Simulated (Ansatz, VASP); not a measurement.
## C: VASP beside Ansatz

Contents of INCAR:

```
  PREC = Accurate
  ENCUT = 520
  EDIFF = 1E-7
  ISMEAR = 0
  SIGMA = 0.05
  LREAL = False
  LASPH = True
  NELM = 60
  ALGO = Normal
  ISIF = 2
  LWAVE = False
  LCHARG = False
  GGA = PE
  NBANDS = 16
```

The input KPOINTS:

```
Automatic mesh
0
Gamma
  12 12 10
```

File POSCAR:

```
C
1.0
    0.0000000000     -1.7857375320     -1.7857375320
   -1.7857375320      0.0000000000     -1.7857375320
    1.7857375320      1.7857375320     -3.5714750640
C
4
Direct
    0.7407544395      0.7387317525      0.7570092176
    0.2215310198      0.2874391019      0.2585155069
    0.4055606659      0.3550457585      0.8571410121
    0.8821538748      0.8687833870      0.3773342634
```

Input for Ansatz:

```yaml
crystal:
  lattice:
    - [0.0, -1.785737532, -1.785737532]
    - [-1.785737532, 0.0, -1.785737532]
    - [1.785737532, 1.785737532, -3.571475064]
  atoms:
    - { symbol: C, position: [0.7407544395, 0.7387317525, 0.7570092176] }
    - { symbol: C, position: [0.2215310198, 0.2874391019, 0.2585155069] }
    - { symbol: C, position: [0.4055606659, 0.3550457585, 0.8571410121] }
    - { symbol: C, position: [0.8821538748, 0.868783387, 0.3773342634] }
basis:
  ecutwfc: 420
kpoints:
  mp_grid: { grid: [12, 12, 10] }
hamiltonian:
  xc: pbe
scf:
  occupations: { method: gaussian, width: 0.05 }
output:
  forces: true
  stress: true
  eigenvalues: true
```

Change from the starting cell: all atoms moved at random, sigma 0.05 Å a component.

Alike in both runs: task single point; functional PBE; k mesh 12 × 12 × 10; occupations gaussian, width 0.05 eV; no spin polarisation.

|  | VASP | Ansatz |
| --- | --- | --- |
| version | VASP 6.6.1 | Ansatz 0.2.0 |
| potentials or method | VASP PAW PBE potentials, release 64 (C), cutoff 520 eV | scalar-relativistic, plane waves, PAW |
| valence electrons in the cell | 16 | 16 |

VASP gave:

```
gap on the k mesh at the Fermi level (eV)                     : 2.35
least direct gap on the mesh (eV)                             : 2.81
pressure (GPa)                                                : 5.9
traceless stress, the component that is largest in VASP (GPa) : 4.37
rms of the force components (eV/Å)                            : 2.551
```

Q: Estimate Ansatz's values.

A: gap on the k mesh at the Fermi level (eV): 2.36; least direct gap on the mesh (eV): 2.80; pressure (GPa): 5.3; traceless stress, the component that is largest in VASP (GPa): 4.04; rms of the force components (eV/Å): 2.539.

Atom by atom the forces differ by 0.013 eV/Å (rms over components). With one functional, cell and mesh, what is left measures potentials, basis and numerics.
